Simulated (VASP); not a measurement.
# TaN (P-62m) in VASP: notebook

The runs below take TaN through single point, with r2SCAN.

Everything below comes from runs of VASP 6.6.1. Logs are shortened: lines on timing, memory, paths and dates and some standing lists are left out, and cuts for length are marked.

## (1) The cell of the first run

It takes space group P-62m (No. 189, hexagonal). The conventional cell has a = 5.200 Å, b = 5.200 Å, c = 2.998 Å, α = 90.00°, β = 90.00°, γ = 120.00°. Within 3.1 Å of Ta (site symmetry -6) lie 6 N at 2.19 Å and 5 Ta at 3.00 Å. Ta (site symmetry -62m) has 3 N at 2.04 Å within 2.7 Å. N (site symmetry m2m) has 5 Ta at 2.04 to 2.19 Å and 4 N at 2.78 Å within 2.8 Å.

## (2) Single point, r2SCAN (strain along c alone, the other axes held: +3.0 %, then relaxed in part)

POSCAR

```
TaN
1.0
    5.1996298253      0.0000000000      0.0000000000
   -2.5998149126      4.5030115190      0.0000000000
    0.0000000000      0.0000000000      2.9976700518
Ta N
3 3
Direct
    0.3333333333      0.6666666667      0.5000000000
    0.6666666667      0.3333333333      0.5000000000
    0.0000000000      0.0000000000      0.0000000000
    0.3921721390      0.0000000000      0.0000000000
    0.6078278610      0.6078278610      0.0000000000
    0.0000000000      0.3921721390      0.0000000000
```

INCAR.step1

```
PREC = Accurate
ENCUT = 520
ISMEAR = 0
SIGMA = 0.1
LREAL = F
LASPH = T
NELM = 60
NBANDS = 33
GGA = PE
ALGO = Normal
EDIFF = 1E-4
LWAVE = T
LCHARG = F
```

INCAR.step2

```
PREC = Accurate
ENCUT = 520
EDIFF = 1E-6
ISMEAR = 0
SIGMA = 0.1
LREAL = F
LASPH = T
NELM = 60
ALGO = Normal
ISIF = 2
LWAVE = F
LCHARG = F
METAGGA = R2SCAN
LMIXTAU = T
NBANDS = 33
ISTART = 1
```

KPOINTS

```
Automatic mesh
0
Gamma
  12 12 12
```

Potentials or basis: VASP PAW PBE potentials, release 64 (Ta_pv, N).

Command:

```sh
$ cat potpaw_PBE.64/Ta_pv/POTCAR potpaw_PBE.64/N/POTCAR > POTCAR
$ cp INCAR.step1 INCAR
$ mpirun -np 1 vasp_std > vasp.out
$ cp INCAR.step2 INCAR
$ mpirun -np 1 vasp_std > vasp.out
```

OUTCAR:

```text
PREC = Accurate
   ENCUT = 520
   EDIFF = 1E-6
   ISMEAR = 0
   LREAL = F
   LASPH = T
   NELM = 60
   ISIF = 2
   METAGGA = R2SCAN
   ISTART = 1

 ion  position               nearest neighbor table
   1  0.333  0.667  0.500-   4 2.19   4 2.19   6 2.19   6 2.19   5 2.19   5 2.19   2 3.00   2 3.00
                             2 3.00   3 3.36   3 3.36   3 3.36   3 3.36   3 3.36   3 3.36
   2  0.667  0.333  0.500-   6 2.19   6 2.19   4 2.19   4 2.19   5 2.19   5 2.19   1 3.00   1 3.00
                             1 3.00   3 3.36   3 3.36   3 3.36   3 3.36   3 3.36   3 3.36
   3  0.000  0.000  0.000-   6 2.04   4 2.04   5 2.04   2 3.36   1 3.36   1 3.36   2 3.36   1 3.36
                             1 3.36   2 3.36   2 3.36   2 3.36   2 3.36   1 3.36   1 3.36
   4  0.392  0.000  0.000-   3 2.04   1 2.19   1 2.19   2 2.19   2 2.19
   5  0.608  0.608  0.000-   3 2.04   2 2.19   2 2.19   1 2.19   1 2.19
   6  0.000  0.392  0.000-   3 2.04   2 2.19   2 2.19   1 2.19   1 2.19

  LATTYP: Found a hexagonal cell.
 ALAT       =     5.1996298253
 C/A-ratio  =     0.5765160507

  Lattice vectors:

 A1 = (   5.1996298253,   0.0000000000,   0.0000000000)
 A2 = (  -2.5998149126,   4.5030115190,   0.0000000000)
 A3 = (   0.0000000000,   0.0000000000,   2.9976700518)

Analysis of symmetry for initial positions (statically):
=====================================================================
 Subroutine PRICEL returns:
 Original cell was already a primitive cell.

 Routine SETGRP: Setting up the symmetry group for a
 hexagonal supercell.

 Subroutine GETGRP returns: Found 12 space group operations
 (whereof 12 operations were pure point group operations)
 out of a pool of 24 trial point group operations.

The static configuration has the point symmetry D_3h.

Analysis of symmetry for dynamics (positions and initial velocities):
=====================================================================
 Subroutine PRICEL returns:
 Original cell was already a primitive cell.

 Routine SETGRP: Setting up the symmetry group for a
 hexagonal supercell.

 Subroutine GETGRP returns: Found 12 space group operations
 (whereof 12 operations were pure point group operations)
 out of a pool of 24 trial point group operations.

The dynamic configuration has the point symmetry D_3h.

 Subroutine INISYM returns: Found 12 space group operations
 (whereof 12 operations are pure point group operations),
 and found     1 'primitive' translations

----------------------------------------------------------------------------------------

                                     Primitive cell

  volume of cell :      70.1874

  direct lattice vectors                    reciprocal lattice vectors
     5.199629825  0.000000000  0.000000000     0.192321383  0.111036802  0.000000000
    -2.599814913  4.503011519  0.000000000     0.000000000  0.222073605  0.000000000
     0.000000000  0.000000000  2.997670052     0.000000000  0.000000000  0.333592418

  length of vectors
     5.199629825  5.199629825  2.997670052     0.222073605  0.222073605  0.333592418

  position of ions in fractional coordinates (direct lattice)
     0.333333333  0.666666667  0.500000000
     0.666666667  0.333333333  0.500000000
     0.000000000  0.000000000  0.000000000
     0.392172139  0.000000000  0.000000000
     0.607827861  0.607827861  0.000000000
     1.000000000  0.392172139  0.000000000

  ion indices of the primitive-cell ions
   primitive index   ion index
                 1           1
                 2           2
                 3           3
                 4           4
                 5           5
                 6           6

----------------------------------------------------------------------------------------

 KPOINTS: Automatic mesh

Automatic generation of k-mesh.
 Grid dimensions read from file:
 generate k-points for:   12   12   12

 Generating k-lattice:

  Cartesian coordinates                     Fractional coordinates (reciprocal lattice)
     0.016026782  0.009253067  0.000000000     0.083333333 -0.000000000  0.000000000
     0.000000000  0.018506134  0.000000000     0.000000000  0.083333333  0.000000000
     0.000000000  0.000000000  0.027799368     0.000000000  0.000000000  0.083333333

  Length of vectors
     0.018506134  0.018506134  0.027799368

  Shift w.r.t. Gamma in fractional coordinates (k-lattice)
     0.000000000  0.000000000  0.000000000

 Subroutine IBZKPT returns following result:
 ===========================================

 Found    133 irreducible k-points:

 Following reciprocal coordinates:
            Coordinates               Weight
  0.000000  0.000000  0.000000      1.000000
  0.083333  0.000000  0.000000      6.000000
  0.166667  0.000000  0.000000      6.000000
  0.250000  0.000000  0.000000      6.000000
  0.333333  0.000000  0.000000      6.000000
  0.416667  0.000000  0.000000      6.000000
[... 16 lines left out ...]
  0.250000  0.000000  0.083333     12.000000
  0.333333  0.000000  0.083333     12.000000
 [... further k-points ...]
   k-points           NKPTS =    133   k-points in BZ     NKDIM =    133   number of bands    NBANDS=     33
   number of dos      NEDOS =    301   number of ions     NIONS =      6
   total plane-waves  NPLWV =  38400
   dimension x,y,z NGX =    40 NGY =   40 NGZ =   24
   dimension x,y,z NGXF=    80 NGYF=   80 NGZF=   48
   ions per type =               3   3
   NGX,Y,Z   is equivalent  to a cutoff of  12.79, 12.79, 13.31 a.u.
   NGXF,Y,Z  is equivalent  to a cutoff of  25.58, 25.58, 26.62 a.u.
 SYSTEM =  unknown system
   PREC   = accura    normal or accurate (medium, high low for compatibility)
   ISTART =      1    job   : 0-new  1-cont  2-samecut
   ICHARG =      0    charge: 1-file 2-atom 10-const
   ISPIN  =      1    spin polarized calculation?
   LNONCOLLINEAR =      F non collinear calculations
   LSORBIT =      F    spin-orbit coupling
   LASPH  =      T    aspherical Exc in radial PAW
   ENCUT  =  520.0 eV  38.22 Ry    6.18 a.u.   9.67  9.67  5.57*2*pi/ulx,y,z
   NELM   =     60;   NELMIN=  2; NELMDL=  0     # of ELM steps
   EDIFF  = 0.1E-05   stopping-criterion for ELM
   LREAL  =      F    real-space projection
   EDIFFG = 0.1E-04   stopping-criterion for IOM
   NSW    =      0    number of steps for IOM
   IBRION =     -1    ionic relax: 0-MD 1-quasi-New 2-CG
   NFREE  =      0    steps in history (QN), initial steepest desc. (CG)
   ISIF   =      2    stress and relaxation
   ISYM   =      2    0-nonsym 1-usesym 2-fastsym
   POTIM  = 0.5000    time-step for ionic-motion
   TEBEG  =    0.0;   TEEND  =   0.0 temperature during run
   PSTRESS=    0.0 pullay stress
   NELECT =      48.0000    total number of electrons
   NUPDOWN=      -1.0000    fix difference up-down
   EMIN   =  10.00;   EMAX   =-10.00  energy-range for DOS
   EFERMI =   0.00;   METHOD = LEGACY
   ISMEAR =     0;   SIGMA  =   0.10  broadening in eV -4-tet -1-fermi 0-gaus
   EFERMI_NEDOS =   21; number of points for ismear=-14 and -15
   IALGO  =     38    algorithm
   IMIX   =      4    mixing-type and parameters
     AMIX     =   0.40;   BMIX     =  1.00
     AMIX_MAG =   1.60;   BMIX_MAG =  1.00
  volume/ion in A,a.u.               =      11.70        78.94
  Fermi-wavevector in a.u.,A,eV,Ry     =   1.442344  2.725635 28.304959  2.080356
  Thomas-Fermi vector in A             =   2.560875
   LORBIT       =      0    0 simple, 1 ext, 2 COOP (PROOUT), +10 PAW based schemes
   METAGGA = R2SCAN    functional components
   LHFCALC =     F    Hartree Fock is set to
   AEXX    =    0.0000 exact exchange contribution
   IVDW    =     0    specifies the selected vdW correction
   LEPSILON=     F    determine dielectric tensor
   LRPA    =     F    only Hartree local field effects (RPA)
 non-spin polarized calculation
 Gauss-broadening in eV      SIGMA  =   0.10
  energy-cutoff  :      520.00
  volume of cell :       70.19
 maximum number of plane-waves:      1931
 NGX is ok and might be reduce to    40
   NGX = 19   NGY = 19   NGZ = 11

 number of electron      48.0000000 magnetization

 Free energy of the ion-electron system (eV)
  ---------------------------------------------------
  ext. energy  EPLUGINS =         0.00000000
  ---------------------------------------------------
  free energy    TOTEN  =      -181.20690808 eV

  energy without entropy =     -181.20499905  energy(sigma->0) =     -181.20595357

 E-fermi :   8.0638     XC(G=0): -13.8033

 val. band max:        8.0450854236   @ k =   0.0833   0.0833   0.0000
 cond. band min:       8.0953685847   @ k =   0.2500   0.0000   0.4167
 fundamental gap:      0.0502831611
 Fermi energy:         8.0638309484

 k-point     1 :       0.0000    0.0000    0.0000
  band No.  band energies     occupation
      1     -29.6138      2.00000
      2     -29.6138      2.00000
      3     -29.2601      2.00000
      4     -29.2601      2.00000
      5     -29.1642      2.00000
      6     -29.0554      2.00000
[... 25 lines left out ...]
     32      11.1374      0.00000
     33      11.1374      0.00000

 k-point     2 :       0.0833    0.0000    0.0000
  band No.  band energies     occupation
      1     -29.6197      2.00000
      2     -29.6123      2.00000
      3     -29.2552      2.00000
      4     -29.2527      2.00000
      5     -29.1624      2.00000
      6     -29.0570      2.00000
[... 25 lines left out ...]
     32      11.1237      0.00000
     33      11.1940      0.00000
[... 754 lines left out ...]
     32      11.5419      0.00000
     33      12.2474      0.00000

 k-point    24 :       0.3333    0.0000    0.0833
  band No.  band energies     occupation
      1     -29.6602      2.00000
      2     -29.5525      2.00000
      3     -29.2666      2.00000
      4     -29.1891      2.00000
      5     -29.1803      2.00000
      6     -29.1204      2.00000
[... 25 lines left out ...]
     32      11.7086      0.00000
     33      11.9298      0.00000

 [... further k-points ...]

------------------------ aborting loop because EDIFF is reached ----------------------------------------

  FORCE on cell =-STRESS in cart. coord.  units (eV):
  Direction    XX          YY          ZZ          XY          YZ          ZX
  --------------------------------------------------------------------------------------
  -------------------------------------------------------------------------------------
  Total       -1.3602302     -1.3602302     -7.6797155     -0.0000000      0.0000000      0.0000000
  in kB      -31.0501479    -31.0501479   -175.3058470     -0.0000000      0.0000000      0.0000000
  external PRESSURE =     -79.1353810 kB  Pullay stress =       0.0000000 kB

 VOLUME and BASIS-vectors are now :
 -----------------------------------------------------------------------------
  energy-cutoff  :      520.00
  volume of cell :       70.19
      direct lattice vectors                 reciprocal lattice vectors
     5.199629825  0.000000000  0.000000000     0.192321383  0.111036802  0.000000000
    -2.599814913  4.503011519  0.000000000     0.000000000  0.222073605  0.000000000
     0.000000000  0.000000000  2.997670052     0.000000000  0.000000000  0.333592418

 POSITION                                       TOTAL-FORCE (eV/Angst)
 -----------------------------------------------------------------------------------
     -0.00000      3.00201      1.49884        -0.000000      0.000000     -0.000000
      2.59981      1.50100      1.49884        -0.000000      0.000000     -0.000000
      0.00000      0.00000      0.00000        -0.000000      0.000000     -0.000000
      2.03915      0.00000      0.00000         0.011283      0.000000      0.000000
      1.58024      2.73706      0.00000        -0.005642     -0.009771     -0.000000
     -1.01957      1.76596      0.00000        -0.005642      0.009771     -0.000000
 -----------------------------------------------------------------------------------
    total drift:                                0.000001      0.000002      0.000000

  FREE ENERGIE OF THE ION-ELECTRON SYSTEM (eV)
  ---------------------------------------------------
  free  energy   TOTEN  =      -181.2069080846 eV

  energy  without entropy=     -181.2049990489  energy(sigma->0) =     -181.20595357
```

It took 15 min on 1 thread of Intel Xeon Platinum 8488C (Sapphire Rapids), shared host; peak memory 0.37 GiB.

Results:

```yaml
Free_energy: -181.2069 eV
Pressure: -7.9 GPa
Largest_force: 0.011 eV/Å
Band_gap_on_the_k_mesh: zero (bands 24 and 25 overlap by 2.73 eV)
```

Forces in eV/Å, atoms in the order of the input:
```
Ta   0.000  0.000  0.000
Ta   0.000  0.000  0.000
Ta   0.000  0.000  0.000
N    0.011  0.000  0.000
N   -0.006 -0.010  0.000
N   -0.006  0.010  0.000
```

Stress tensor (GPa, compression positive):
```
 -3.11   0.00   0.00
  0.00  -3.11   0.00
  0.00   0.00 -17.53
```

Caveat: the cell differs from its parent crystal (strain along c alone, the other axes held: +3.0 %, then relaxed in part); the cell stands under tension; the PAW data sets were made with another functional, which shifts forces and pressure a little; spin-orbit coupling is left out, which moves the levels of the heavy elements.

## (3) Single point, r2SCAN

This run uses another cell than the first one, of 11.36 Å³/atom.

POSCAR

```
TaN
1.0
    5.1996298254      0.0000000000      0.0000000000
   -2.5998149127      4.5030115191      0.0000000000
    0.0000000000      0.0000000000      2.9103592733
Ta N
3 3
Direct
    0.3333333333      0.6666666667      0.5000000000
    0.6666666667      0.3333333333      0.5000000000
    0.0000000000      0.0000000000      0.0000000000
    0.3924063645      0.0000000000      0.0000000000
    0.6075936355      0.6075936355      0.0000000000
    0.0000000000      0.3924063645      0.0000000000
```

INCAR.step1

```
ALGO = Normal
EDIFF = 1E-5
ENCUT = 660
GGA = PE
GGA_COMPAT = F
ISMEAR = 0
LASPH = T
LCHARG = F
LREAL = F
LWAVE = T
NBANDS = 36
NELM = 120
PREC = Accurate
SIGMA = 0.1
```

INCAR.step2

```
ALGO = Normal
EDIFF = 1E-6
ENCUT = 660
GGA_COMPAT = F
ISIF = 2
ISMEAR = 0
ISTART = 1
LASPH = T
LCHARG = T
LELF = T
LMIXTAU = T
LREAL = F
LVHAR = T
LWAVE = F
METAGGA = R2SCAN
NBANDS = 36
NELM = 120
PREC = Accurate
SIGMA = 0.1
```

KPOINTS

```
k-points
0
Gamma
  12 12 12
```

Potentials or basis: VASP PAW PBE potentials, release 64 (Ta_sv_GW, N).

Command:

```sh
$ cat potpaw_PBE.64/Ta_sv_GW/POTCAR potpaw_PBE.64/N/POTCAR > POTCAR
$ cp INCAR.step1 INCAR
$ mpirun -np 1 vasp_std > vasp.out
$ cp INCAR.step2 INCAR
$ mpirun -np 1 vasp_std > vasp.out
```

It took 12 min on 1 thread of Intel Xeon 6975P-C (Granite Rapids), shared host; peak memory 0.51 GiB.

It converged, with:

```yaml
Free_energy: -188.9920 eV
Pressure: 0.1 GPa
Largest_force: 0.011 eV/Å
Band_gap_on_the_k_mesh: zero (bands 27 and 28 overlap by 3.25 eV)
```

Forces on the atoms (eV/Å):
```
Ta   0.000  0.000  0.000
Ta   0.000  0.000  0.000
Ta   0.000  0.000  0.000
N    0.011  0.000  0.000
N   -0.006 -0.010  0.000
N   -0.006  0.010  0.000
```

Stress tensor (GPa, compression positive):
```
0.15 0.00 0.00
0.00 0.15 0.00
0.00 0.00 0.02
```

Levels at points of the mesh, in eV from the Fermi level:
| k point | band 23 | band 24 | band 25 | band 26 | band 27 | band 28 | band 29 | band 30 | band 31 | band 32 |
| --- | --- | --- | --- | --- | --- | --- | --- | --- | --- | --- |
| (0.00, 0.00, 0.00) | -5.35 | -4.65 | -3.65 | -2.05 | -1.03 | -1.03 | 0.68 | 0.68 | 1.83 | 2.00 |
| (0.50, 0.00, 0.00) | -4.93 | -4.23 | -4.22 | -3.04 | -2.78 | 1.26 | 1.91 | 2.01 | 2.54 | 2.54 |
| (0.00, 0.00, 0.50) | -4.86 | -4.69 | -3.07 | -3.07 | 1.91 | 1.94 | 1.94 | 2.36 | 2.36 | 3.34 |
| (0.50, 0.00, 0.50) | -5.07 | -4.34 | -3.45 | -2.18 | -1.04 | 0.49 | 1.51 | 3.34 | 3.43 | 3.48 |

Caveat: the PAW data sets were made with another functional, which shifts forces and pressure a little; spin-orbit coupling is left out, which moves the levels of the heavy elements.

## (4) Single point, r2SCAN

This run uses another cell than the first one, of 11.36 Å³/atom.

Changes to POSCAR since step 3:

```diff
@@ -2,5 +2,5 @@
 1.0
-    5.1996298254      0.0000000000      0.0000000000
-   -2.5998149127      4.5030115191      0.0000000000
-    0.0000000000      0.0000000000      2.9103592733
+    5.1996298250      0.0000000000      0.0000000000
+   -2.5998149125      4.5030115187      0.0000000000
+    0.0000000000      0.0000000000      2.9103592725
 Ta N
```

INCAR.step1

```
PREC     = Accurate       # precision mode
ENCUT    = 660            # plane-wave cutoff, eV
ISMEAR   = 0              # smearing method
SIGMA    = 0.1            # smearing width, eV
LREAL    = F              # projectors in reciprocal space
LASPH    = T              # aspherical terms in the spheres
NELM     = 120            # most SCF steps
NBANDS   = 36             # bands
GGA      = PE             # functional
ALGO     = Normal         # electronic algorithm
EDIFF    = 1E-5           # SCF threshold, eV
LWAVE    = T              # write WAVECAR
LCHARG   = F              # write CHGCAR
GGA_COMPAT= F
```

INCAR.step2

```
PREC     = Accurate       # precision mode
ENCUT    = 660            # plane-wave cutoff, eV
EDIFF    = 1E-6           # SCF threshold, eV
ISMEAR   = 0              # smearing method
SIGMA    = 0.1            # smearing width, eV
LREAL    = F              # projectors in reciprocal space
LASPH    = T              # aspherical terms in the spheres
NELM     = 120            # most SCF steps
ALGO     = Normal         # electronic algorithm
ISIF     = 2              # what is computed and relaxed
LWAVE    = F              # write WAVECAR
LCHARG   = F              # write CHGCAR
METAGGA  = R2SCAN         # meta-GGA
LMIXTAU  = T            
NBANDS   = 36             # bands
ISTART   = 1            
GGA_COMPAT= F
```

KPOINTS

```
Automatic mesh
0
Gamma
  12 12 12
```

Command:

```sh
$ cat potpaw_PBE.64/Ta_sv_GW/POTCAR potpaw_PBE.64/N/POTCAR > POTCAR
$ cp INCAR.step1 INCAR
$ mpirun -np 1 vasp_std > vasp.out
$ cp INCAR.step2 INCAR
$ mpirun -np 1 vasp_std > vasp.out
```

Wall time 12 min (1 thread of Intel Xeon 6975P-C (Granite Rapids), shared host); peak memory 0.51 GiB.

The run converged. Its results:

```
Free energy            : -188.9920 eV
Pressure               : 0.1 GPa
Largest force          : 0.011 eV/Å
Band gap on the k mesh : zero (bands 27 and 28 overlap by 3.25 eV)
```

Forces in eV/Å, atoms in the order of the input:
```
Ta   0.000  0.000  0.000
Ta   0.000  0.000  0.000
Ta   0.000  0.000  0.000
N    0.011  0.000  0.000
N   -0.006 -0.010  0.000
N   -0.006  0.010  0.000
```

Stress tensor (GPa, compression positive):
```
0.15 0.00 0.00
0.00 0.15 0.00
0.00 0.00 0.02
```

Levels at points of the mesh, in eV from the Fermi level:
```tsv
k point	band 24	band 25	band 26	band 27	band 28	band 29	band 30	band 31
(0.00, 0.00, 0.00)	-4.65	-3.65	-2.05	-1.03	-1.03	0.68	0.68	1.83
(0.50, 0.00, 0.00)	-4.23	-4.22	-3.04	-2.78	1.26	1.91	2.01	2.54
(0.00, 0.00, 0.50)	-4.69	-3.07	-3.07	1.91	1.94	1.94	2.36	2.36
(0.50, 0.00, 0.50)	-4.34	-3.45	-2.18	-1.04	0.49	1.51	3.34	3.43
```

Caveat: the PAW data sets were made with another functional, which shifts forces and pressure a little; spin-orbit coupling is left out, which moves the levels of the heavy elements.

(Part 1 of 2 ends here.)
